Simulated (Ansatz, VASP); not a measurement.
**One calculation of Cu, two programs**

POSCAR

```
Cu
1.0
    2.8953822153      0.0000000000      0.0000000000
    0.0000000000      2.8953822153      0.0000000000
    0.0000000000      0.0000000000      2.6838554875
Cu
2
Direct
    0.0000000000      0.0000000000      0.0000000000
    0.5000000000      0.5000000000      0.5000000000
```

INCAR.step1

```
SYSTEM = Cu
ALGO = Normal
EDIFF = 1E-4
ENCUT = 520
GGA = PE
ISMEAR = 0
LASPH = .True.
LCHARG = .False.
LREAL = .False.
LWAVE = .True.
NBANDS = 18
NELM = 60
PREC = Accurate
SIGMA = 0.1
```

The input INCAR.step2:

```
SYSTEM = Cu
ALGO = Normal
EDIFF = 1E-6
ENCUT = 520
ISIF = 2
ISMEAR = 0
ISTART = 1
LASPH = .True.
LCHARG = .False.
LMIXTAU = .True.
LREAL = .False.
LWAVE = .False.
METAGGA = R2SCAN
NBANDS = 18
NELM = 60
PREC = Accurate
SIGMA = 0.1
```

Contents of KPOINTS:

```
k-points
0
Gamma
  18 18 18
  0 0 0
```

Input for Ansatz:

```yaml
crystal:
  lattice:
    - [2.8953822153, 0.0, 0.0]
    - [0.0, 2.8953822153, 0.0]
    - [0.0, 0.0, 2.6838554875]
  atoms:
    - { symbol: Cu, position: [0.0, 0.0, 0.0] }
    - { symbol: Cu, position: [0.5, 0.5, 0.5] }
basis:
  ecutwfc: 500
kpoints:
  mp_grid: { grid: [18, 18, 18] }
hamiltonian:
  xc: r2scan
scf:
  occupations: { method: gaussian, width: 0.1 }
output:
  forces: true
  stress: true
  eigenvalues: true
```

Change from the starting cell: strain along c alone, the other axes held, atoms relaxed: -2.0 %.

Alike in both runs: task single point; functional r2SCAN; k mesh 18 × 18 × 18; occupations gaussian, width 0.1 eV; no spin polarisation.

```csv
,VASP,Ansatz
version,VASP 6.6.1,Ansatz 0.2.0
potentials or method,"VASP PAW PBE potentials, release 64 (Cu), cutoff 520 eV","scalar-relativistic, plane waves, PAW"
valence electrons in the cell,22,38
```

|  | VASP | Ansatz | Ansatz less VASP |
| --- | --- | --- | --- |
| gap on the k mesh at the Fermi level (eV) | none | none | - |
| pressure (GPa) | 4.2 | 3.5 | -0.66 |
| traceless stress, the component that is largest in VASP (GPa) | 0.12 | 0.23 | +0.109 |

VASP's potentials were made for PBE, not for r2SCAN. A gap of «none» marks a metal or a gap that the smearing closes. VASP's potentials hold 22 valence electrons a cell and Ansatz's 38, so a difference there can come from the potentials and not from the codes.
